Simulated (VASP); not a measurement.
A run of VASP 6.6.1:

File POSCAR:

```
GaSi2
1.0
    0.0000000000      3.6283849052      3.6283849052
    3.6283849052      0.0000000000      3.6283849052
    3.6283849052      3.6283849052      0.0000000000
Ga Si
2 4
Direct
    0.0000000000      0.0000000000      0.0000000000
    0.2500000000      0.2500000000      0.2500000000
    0.6250000000      0.6250000000      0.6250000000
    0.1250000000      0.6250000000      0.6250000000
    0.6250000000      0.6250000000      0.1250000000
    0.6250000000      0.1250000000      0.6250000000
```

File INCAR.step1:

```
PREC = Accurate ; ENCUT = 600
ISMEAR = 0 ; SIGMA = 0.1
LREAL = False ; LASPH = True
NELM = 60 ; GGA = PE
ALGO = Normal ; EDIFF = 1E-4
LWAVE = True ; LCHARG = False
```

File INCAR.step2:

```
PREC = Accurate ; ENCUT = 600
EDIFF = 1E-7 ; ISMEAR = 0
SIGMA = 0.1 ; LREAL = False
LASPH = True ; NELM = 60
ALGO = Normal ; ISIF = 3
LWAVE = False ; LCHARG = False
METAGGA = R2SCAN ; LMIXTAU = True
IBRION = 2 ; NSW = 100
EDIFFG = -0.01 ; ISTART = 1
```

Contents of KPOINTS:

```
regular mesh
0
Gamma
  10 10 10
```

Potentials or basis: VASP PAW PBE potentials, release 64 (Ga_d, Si).

Launch:

```console
$ cat potpaw_PBE.64/Ga_d/POTCAR potpaw_PBE.64/Si/POTCAR > POTCAR
$ cp INCAR.step1 INCAR
$ mpirun -np 1 vasp_std > vasp.out
$ cp INCAR.step2 INCAR
$ mpirun -np 1 vasp_std > vasp.out
```

Hardware: 1 thread of Oxide Virtual Turin-like Processor (shared host).

Task: How long does it take, and how much memory?

Result: Wall time 35 min on 1 thread of Oxide Virtual Turin-like Processor, with other jobs on the host, peak memory 0.33 GiB. Counts: k points 47, ion steps 2.
